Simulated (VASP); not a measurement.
Wanted: the native input for a VASP 6.6.1 run.

- Task: single point
- Functional: BLYP
- Dispersion: D3(BJ)
- Potentials or basis: VASP PAW PBE potentials, release 64 (Si, W_sv)
- Cutoff: 520 eV
- k mesh: 10 × 10 × 10
- Occupations: gaussian, width 0.05 eV
- Spin: no spin polarisation
- Dipole correction: no
- Further INCAR settings: ALGO = Normal; EDIFF = 1e-06; NBANDS = 18

The structure of Si2W lies in POSCAR:

```
Si2W
1.0
   -1.5982979903      1.5982979903      3.8841246221
    1.5982979903     -1.5982979903      3.8841246221
    1.5982979903      1.5982979903     -3.8841246221
Si W
2 1
Direct
    0.3348616850      0.3348616850      0.0000000000
    0.6651383150      0.6651383150      0.0000000000
    0.0000000000      0.0000000000      0.0000000000
```

These files were run (other wordings do the same):

INCAR

```
PREC = Accurate ; ENCUT = 520
EDIFF = 1E-6 ; ISMEAR = 0
SIGMA = 0.05 ; LREAL = F
LASPH = T ; NELM = 100
ALGO = Normal ; ISIF = 2
LWAVE = F ; LCHARG = F
GGA = B5 ; ALDAX = 1.0
AGGAX = 1.0 ; AGGAC = 1.0
ALDAC = 0.0 ; IVDW = 12
VDW_S6 = 1.0 ; VDW_S8 = 2.6996
VDW_A1 = 0.4298 ; VDW_A2 = 4.2359
NBANDS = 18
```

KPOINTS

```
Automatic mesh
0
Gamma
  10 10 10
```

Potentials or basis: VASP PAW PBE potentials, release 64 (Si, W_sv).

Launch:

```sh
$ cat potpaw_PBE.64/Si/POTCAR potpaw_PBE.64/W_sv/POTCAR > POTCAR
$ mpirun -np 1 vasp_std > vasp.out
```

Results of the run:

| Property | Result |
| --- | --- |
| Pressure | 1.2 GPa |
| Largest force | 0.009 eV/Å |
| Band gap on the k mesh | zero (band 11 reaches 13.41 eV, above the bottom of band 12 at 12.15 eV) |
| Dispersion energy per atom | -1.350 eV |

Caveat: the PAW data sets were made with another functional, which shifts forces and pressure a little; spin-orbit coupling is left out, which moves the levels of the heavy elements; pairwise dispersion overbinds metals, which lowers pressure and volume.

Run time: 2.4 min on 1 thread of Intel(R) Xeon(R) Platinum 8375C CPU @ 2.90GHz (Ice Lake), on a shared host, peak memory 0.24 GiB.
